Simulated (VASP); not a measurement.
# BeAg2 (Pn-3m) in VASP: single point with PBE

Aim: the single point of BeAg2 with PBE.

Everything below comes from runs of VASP 6.6.1. Logs are shortened: lines on timing, memory, paths and dates and some standing lists are left out, and cuts for length are marked.

### Step 1. The cell of the first run

Symmetry: Pn-3m, No. 224, cubic system. Conventional cell: a = 4.729 Å, b = 4.729 Å, c = 4.729 Å, α = 90.00°, β = 90.00°, γ = 90.00°. Within 2.7 Å of Ag (site symmetry -3m) lie 2 Be at 2.05 Å. Within 2.7 Å of Be (site symmetry -43m) lie 4 Ag at 2.05 Å.

### Step 2. Single point, PBE

POSCAR reads:

```
BeAg2
1.0
    4.7285950000      0.0000000000      0.0000000000
    0.0000000000      4.7285950000      0.0000000000
    0.0000000000      0.0000000000      4.7285950000
Ag Be
4 2
Direct
    0.0000000000      0.0000000000      0.0000000000
    0.0000000000      0.5000000000      0.5000000000
    0.5000000000      0.5000000000      0.0000000000
    0.5000000000      0.0000000000      0.5000000000
    0.2500000000      0.2500000000      0.2500000000
    0.7500000000      0.7500000000      0.7500000000
```

INCAR.step1 reads:

```
SYSTEM = BeAg2
PREC = Accurate
ENCUT = 520
EDIFF = 1E-6
ISMEAR = 1
SIGMA = 0.0144
LREAL = .FALSE.
LASPH = .TRUE.
NELM = 80
ALGO = Normal
ISIF = 2
LWAVE = .FALSE.
LCHARG = .TRUE.
LMAXMIX = 4
GGA = PE
NBANDS = 33
```

KPOINTS.step1 reads:

```
Automatic mesh
0
G
  6 6 6
  0 0 0
```

INCAR.step2 reads:

```
SYSTEM = BeAg2
PREC = Accurate
ENCUT = 520
EDIFF = 1E-6
ISMEAR = -5
SIGMA = 0.0144
LREAL = .FALSE.
LASPH = .TRUE.
NELM = 80
ALGO = Normal
ISIF = 2
LWAVE = .FALSE.
LCHARG = .FALSE.
LMAXMIX = 4
GGA = PE
LORBIT = 10
NEDOS = 2001
ICHARG = 11
```

KPOINTS.step2 reads:

```
Automatic mesh
0
G
  9 9 9
  0 0 0
```

Potentials or basis: VASP PAW PBE potentials, release 64 (Ag, Be).

Run with:

```
> cat potpaw_PBE.64/Ag/POTCAR potpaw_PBE.64/Be/POTCAR > POTCAR
> cp INCAR.step1 INCAR
> cp KPOINTS.step1 KPOINTS
> mpirun -np 1 vasp_std > vasp.out
> cp INCAR.step2 INCAR
> cp KPOINTS.step2 KPOINTS
> mpirun -np 1 vasp_std > vasp.out
```

OUTCAR:

```text
SYSTEM = BeAg2
   PREC = Accurate
   ENCUT = 520
   EDIFF = 1E-6
   ISMEAR = -5
   LREAL = .FALSE.
   LASPH = .TRUE.
   NELM = 80
   ISIF = 2
   GGA = PE
   LORBIT = 10
   ICHARG = 11

 ion  position               nearest neighbor table
   1  0.000  0.000  0.000-   5 2.05   6 2.05   4 3.34   2 3.34   3 3.34   2 3.34   4 3.34   2 3.34
                             3 3.34   2 3.34   3 3.34   4 3.34   4 3.34   3 3.34
   2  0.000  0.500  0.500-   5 2.05   6 2.05   4 3.34   1 3.34   3 3.34   1 3.34   3 3.34   1 3.34
                             4 3.34   1 3.34   3 3.34   4 3.34   3 3.34   4 3.34
   3  0.500  0.500  0.000-   5 2.05   6 2.05   4 3.34   1 3.34   2 3.34   2 3.34   4 3.34   1 3.34
                             4 3.34   4 3.34   1 3.34   2 3.34   2 3.34   1 3.34
   4  0.500  0.000  0.500-   5 2.05   6 2.05   3 3.34   1 3.34   2 3.34   1 3.34   3 3.34   2 3.34
                             3 3.34   3 3.34   1 3.34   2 3.34   1 3.34   2 3.34
   5  0.250  0.250  0.250-   1 2.05   2 2.05   3 2.05   4 2.05
   6  0.750  0.750  0.750-   1 2.05   2 2.05   3 2.05   4 2.05

  LATTYP: Found a simple cubic cell.
 ALAT       =     4.7285950000

  Lattice vectors:

 A1 = (   4.7285950000,   0.0000000000,   0.0000000000)
 A2 = (   0.0000000000,   4.7285950000,   0.0000000000)
 A3 = (   0.0000000000,   0.0000000000,   4.7285950000)

Analysis of symmetry for initial positions (statically):
=====================================================================
 Subroutine PRICEL returns:
 Original cell was already a primitive cell.

 Routine SETGRP: Setting up the symmetry group for a
 simple cubic supercell.

 Subroutine GETGRP returns: Found 48 space group operations
 (whereof 12 operations were pure point group operations)
 out of a pool of 48 trial point group operations.

The static configuration has the point symmetry D_3d.
 The point group associated with its full space group is O_h .

Analysis of symmetry for dynamics (positions and initial velocities):
=====================================================================
 Subroutine PRICEL returns:
 Original cell was already a primitive cell.

 Routine SETGRP: Setting up the symmetry group for a
 simple cubic supercell.

 Subroutine GETGRP returns: Found 48 space group operations
 (whereof 12 operations were pure point group operations)
 out of a pool of 48 trial point group operations.

The dynamic configuration has the point symmetry D_3d.
 The point group associated with its full space group is O_h .

 Subroutine INISYM returns: Found 48 space group operations
 (whereof 12 operations are pure point group operations),
 and found     1 'primitive' translations

----------------------------------------------------------------------------------------

                                     Primitive cell

  volume of cell :     105.7295

  direct lattice vectors                    reciprocal lattice vectors
     4.728595000  0.000000000  0.000000000     0.211479308  0.000000000  0.000000000
     0.000000000  4.728595000  0.000000000     0.000000000  0.211479308  0.000000000
     0.000000000  0.000000000  4.728595000     0.000000000  0.000000000  0.211479308

  length of vectors
     4.728595000  4.728595000  4.728595000     0.211479308  0.211479308  0.211479308

  position of ions in fractional coordinates (direct lattice)
     0.000000000  0.000000000  0.000000000
     0.000000000  0.500000000  0.500000000
     0.500000000  0.500000000  0.000000000
     0.500000000  0.000000000  0.500000000
     0.250000000  0.250000000  0.250000000
     0.750000000  0.750000000  0.750000000

  ion indices of the primitive-cell ions
   primitive index   ion index
                 1           1
                 2           2
                 3           3
                 4           4
                 5           5
                 6           6

----------------------------------------------------------------------------------------

 KPOINTS: Automatic mesh

Automatic generation of k-mesh.
 Grid dimensions read from file:
 generate k-points for:    9    9    9

 Generating k-lattice:

  Cartesian coordinates                     Fractional coordinates (reciprocal lattice)
     0.023497701  0.000000000  0.000000000     0.111111111  0.000000000  0.000000000
     0.000000000  0.023497701  0.000000000     0.000000000  0.111111111  0.000000000
     0.000000000  0.000000000  0.023497701     0.000000000  0.000000000  0.111111111

  Length of vectors
     0.023497701  0.023497701  0.023497701

  Shift w.r.t. Gamma in fractional coordinates (k-lattice)
     0.000000000  0.000000000  0.000000000

 TETIRR: Found    353 inequivalent tetrahedra from     4374

 Subroutine IBZKPT returns following result:
 ===========================================

 Found     35 irreducible k-points:

 Following reciprocal coordinates:
            Coordinates               Weight
  0.000000  0.000000  0.000000      1.000000
  0.111111  0.000000  0.000000      6.000000
  0.222222  0.000000  0.000000      6.000000
  0.333333  0.000000  0.000000      6.000000
  0.444444  0.000000  0.000000      6.000000
  0.111111  0.111111  0.000000     12.000000
[... 16 lines left out ...]
  0.333333  0.333333  0.111111     24.000000
  0.444444  0.333333  0.111111     48.000000
 [... further k-points ...]
   k-points           NKPTS =     35   k-points in BZ     NKDIM =     35   number of bands    NBANDS=     28
   number of dos      NEDOS =   2001   number of ions     NIONS =      6
   total plane-waves  NPLWV =  46656
   dimension x,y,z NGX =    36 NGY =   36 NGZ =   36
   dimension x,y,z NGXF=    72 NGYF=   72 NGZF=   72
   ions per type =               4   2
   NGX,Y,Z   is equivalent  to a cutoff of  12.66, 12.66, 12.66 a.u.
   NGXF,Y,Z  is equivalent  to a cutoff of  25.31, 25.31, 25.31 a.u.
 SYSTEM =  BeAg2
   PREC   = accura    normal or accurate (medium, high low for compatibility)
   ISTART =      0    job   : 0-new  1-cont  2-samecut
   ICHARG =     11    charge: 1-file 2-atom 10-const
   ISPIN  =      1    spin polarized calculation?
   LNONCOLLINEAR =      F non collinear calculations
   LSORBIT =      F    spin-orbit coupling
   LASPH  =      T    aspherical Exc in radial PAW
   ENCUT  =  520.0 eV  38.22 Ry    6.18 a.u.   8.79  8.79  8.79*2*pi/ulx,y,z
   NELM   =     80;   NELMIN=  2; NELMDL=  0     # of ELM steps
   EDIFF  = 0.1E-05   stopping-criterion for ELM
   LREAL  =      F    real-space projection
   EDIFFG = 0.1E-04   stopping-criterion for IOM
   NSW    =      0    number of steps for IOM
   IBRION =     -1    ionic relax: 0-MD 1-quasi-New 2-CG
   NFREE  =      0    steps in history (QN), initial steepest desc. (CG)
   ISIF   =      2    stress and relaxation
   ISYM   =      2    0-nonsym 1-usesym 2-fastsym
   POTIM  = 0.5000    time-step for ionic-motion
   TEBEG  =    0.0;   TEEND  =   0.0 temperature during run
   PSTRESS=    0.0 pullay stress
   NELECT =      48.0000    total number of electrons
   NUPDOWN=      -1.0000    fix difference up-down
   EMIN   =  10.00;   EMAX   =-10.00  energy-range for DOS
   EFERMI =   0.00;   METHOD = LEGACY
   ISMEAR =    -5;   SIGMA  =   0.01  broadening in eV -4-tet -1-fermi 0-gaus
   EFERMI_NEDOS =   21; number of points for ismear=-14 and -15
   IALGO  =     38    algorithm
   IMIX   =      4    mixing-type and parameters
     AMIX     =   0.40;   BMIX     =  1.00
     AMIX_MAG =   1.60;   BMIX_MAG =  1.00
  volume/ion in A,a.u.               =      17.62       118.92
  Fermi-wavevector in a.u.,A,eV,Ry     =   1.258220  2.377690 21.539610  1.583117
  Thomas-Fermi vector in A             =   2.391840
   LORBIT       =     10    0 simple, 1 ext, 2 COOP (PROOUT), +10 PAW based schemes
   GGA     = PE    functional components
   LHFCALC =     F    Hartree Fock is set to
   AEXX    =    0.0000 exact exchange contribution
   IVDW    =     0    specifies the selected vdW correction
   LEPSILON=     F    determine dielectric tensor
   LRPA    =     F    only Hartree local field effects (RPA)
 non-spin polarized calculation
 Fermi weights with tetrahedron method with Bloechl corrections
  energy-cutoff  :      520.00
  volume of cell :      105.73
 maximum number of plane-waves:      2897
 NGX is ok and might be reduce to    36

 number of electron      48.0000038 magnetization

 Free energy of the ion-electron system (eV)
  ---------------------------------------------------
  ext. energy  EPLUGINS =         0.00000000
  ---------------------------------------------------
  free energy    TOTEN  =       -11.61633780 eV

  energy without entropy =      -11.61633780  energy(sigma->0) =      -11.61633780

 E-fermi :   5.8942     XC(G=0): -10.5807

 val. band max:        5.9433492410   @ k =   0.3333   0.2222   0.1111
 cond. band min:       5.9410995771   @ k =   0.4444   0.4444   0.4444
 fundamental gap:     -0.0022496639
 Fermi energy:         5.8941800468

 k-point     1 :       0.0000    0.0000    0.0000
  band No.  band energies     occupation
      1      -2.4177      2.00000
      2      -0.9781      2.00000
      3      -0.9781      2.00000
      4      -0.9781      2.00000
      5      -0.0979      2.00000
      6       0.0096      2.00000
[... 20 lines left out ...]
     27       7.0118      0.00000
     28       7.6426      0.00000

 k-point     2 :       0.1111    0.0000    0.0000
  band No.  band energies     occupation
      1      -2.3578      2.00000
      2      -0.9851      2.00000
      3      -0.9326      2.00000
      4      -0.9326      2.00000
      5      -0.0474      2.00000
      6       0.0212      2.00000
[... 20 lines left out ...]
     27       7.5596      0.00000
     28       7.7135      0.00000

 k-point     3 :       0.2222    0.0000    0.0000
  band No.  band energies     occupation
      1      -2.1865      2.00000
      2      -1.0231      2.00000
      3      -0.8015      2.00000
      4      -0.8015      2.00000
      5       0.0498      2.00000
      6       0.1060      2.00000
[... 20 lines left out ...]
     27       7.3346      0.00000
     28       7.8706      0.00000

 k-point     4 :       0.3333    0.0000    0.0000
  band No.  band energies     occupation
      1      -1.9290      2.00000
      2      -1.1340      2.00000
      3      -0.6015      2.00000
      4      -0.6015      2.00000
      5       0.0950      2.00000
      6       0.1221      2.00000
[... 578 lines left out ...]
     27       8.0094      0.00000
     28       8.6040      0.00000

 k-point    23 :       0.3333    0.3333    0.1111
  band No.  band energies     occupation
      1      -1.6658      2.00000
      2      -1.0247      2.00000
      3      -0.5730      2.00000
      4      -0.4485      2.00000
      5      -0.0580      2.00000
      6       0.1489      2.00000
[... 20 lines left out ...]
     27       8.0568      0.00000
     28       8.3589      0.00000

 k-point    24 :       0.4444    0.3333    0.1111
  band No.  band energies     occupation
      1      -1.5640      2.00000
      2      -1.1001      2.00000
      3      -0.4820      2.00000
      4      -0.4248      2.00000
      5      -0.0051      2.00000
      6       0.1098      2.00000
[... 20 lines left out ...]
     27       8.1472      0.00000
     28       8.4581      0.00000

 [... further k-points ...]

------------------------ aborting loop because EDIFF is reached ----------------------------------------

  FORCE on cell =-STRESS in cart. coord.  units (eV):
  Direction    XX          YY          ZZ          XY          YZ          ZX
  --------------------------------------------------------------------------------------
  -------------------------------------------------------------------------------------
  Total        7.4470875      7.4470875      7.4470875      0.0000000      0.0000000     -0.0000000
  in kB      112.8497709    112.8497709    112.8497709      0.0000000      0.0000000     -0.0000000
  external PRESSURE =     112.8497709 kB  Pullay stress =       0.0000000 kB

 VOLUME and BASIS-vectors are now :
 -----------------------------------------------------------------------------
  energy-cutoff  :      520.00
  volume of cell :      105.73
      direct lattice vectors                 reciprocal lattice vectors
     4.728595000  0.000000000  0.000000000     0.211479308  0.000000000  0.000000000
     0.000000000  4.728595000  0.000000000     0.000000000  0.211479308  0.000000000
     0.000000000  0.000000000  4.728595000     0.000000000  0.000000000  0.211479308

 POSITION                                       TOTAL-FORCE (eV/Angst)
 -----------------------------------------------------------------------------------
      0.00000      0.00000      0.00000         0.000000     -0.000000      0.000000
      0.00000      2.36430      2.36430         0.000000     -0.000000      0.000000
      2.36430      2.36430      0.00000         0.000000     -0.000000      0.000000
      2.36430      0.00000      2.36430         0.000000     -0.000000      0.000000
      1.18215      1.18215      1.18215         0.000000      0.000000      0.000000
      3.54645      3.54645      3.54645        -0.000000     -0.000000     -0.000000
 -----------------------------------------------------------------------------------
    total drift:                                0.000000      0.000000      0.000000

  FREE ENERGIE OF THE ION-ELECTRON SYSTEM (eV)
  ---------------------------------------------------
  free  energy   TOTEN  =       -11.6163377956 eV

  energy  without entropy=      -11.6163377956  energy(sigma->0) =      -11.61633780

 total charge

# of ion       s       p       d       tot
------------------------------------------
    1        0.496   0.289   9.151   9.936
    2        0.496   0.289   9.151   9.936
    3        0.496   0.289   9.151   9.936
    4        0.496   0.289   9.151   9.936
    5        0.622   0.635   0.000   1.256
    6        0.622   0.635   0.000   1.256
--------------------------------------------------
tot          3.228   2.427  36.604  42.258
```

Run time: 87 s. Hardware: 1 thread of Intel Xeon Platinum 8375C at 2.90GHz (Ice Lake), shared host; peak memory 0.24 GiB.

Results:

```
Valence electrons inside the program's atomic spheres : Ag 9.94; Be 1.26
```

Caveat: tetrahedron occupations give inexact forces and stress in metals.
